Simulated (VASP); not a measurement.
Here is a VASP 6.6.1 calculation.

Contents of INCAR:

```
PREC     = Accurate       # precision mode
ENCUT    = 520            # plane-wave cutoff, eV
EDIFF    = 1E-6           # SCF threshold, eV
ISMEAR   = 0              # smearing method
SIGMA    = 0.1            # smearing width, eV
LREAL    = False          # projectors in reciprocal space
LASPH    = True           # aspherical terms in the spheres
NELM     = 80             # most SCF steps
ALGO     = Fast           # electronic algorithm
ISIF     = 2              # what is computed and relaxed
LWAVE    = False          # write WAVECAR
LCHARG   = True           # write CHGCAR
LDIPOL   = True         
IDIPOL   = 3            
DIPOL    = 0.5 0.5 0.501
GGA      = CA             # functional
LELF     = True           # ELF
LVHAR    = True         
LVACPOTAV= True         
NBANDS   = 19             # bands
```

File KPOINTS:

```
regular mesh
0
Gamma
  6 6 1
```

The input POSCAR:

```
LiMg3
1.0
    4.8660176781      0.0000000000      0.0000000000
    0.0000000000      4.8660176781      0.0000000000
    0.0000000000      0.0000000000     19.1611911463
Mg Li
6 2
Direct
    0.5000000000      0.0000000000      0.3653217562
    0.0000000000      0.5000000000      0.3653217562
    0.5000000000      0.5000000000      0.4551072521
    0.0000000000      0.5000000000      0.5457553765
    0.5000000000      0.0000000000      0.5457553765
    0.0000000000      0.0000000000      0.6359943500
    0.0000000000      0.0000000000      0.4551072521
    0.5000000000      0.5000000000      0.6377029602
```

Potentials or basis: VASP PAW LDA potentials, release 64 (Mg, Li_sv).

Run with:

```console
$ cat potpaw_LDA.64/Mg/POTCAR potpaw_LDA.64/Li_sv/POTCAR > POTCAR
$ mpirun -np 1 vasp_std > vasp.out
```

Task: Predict the largest force.

Result: 0.107 eV/Å.

Task: Predict the band gap on the k mesh.

Result: Zero (bands 9 and 10 overlap by 1.92 eV).

Forces in eV/Å, atoms in the order of the input:
```
Mg   0.000  0.000  0.049
Mg   0.000  0.000  0.049
Mg   0.000  0.000  0.017
Mg   0.000  0.000 -0.003
Mg   0.000  0.000 -0.003
Mg   0.000  0.000 -0.004
Li   0.000  0.000 -0.107
Li   0.000  0.000  0.001
```
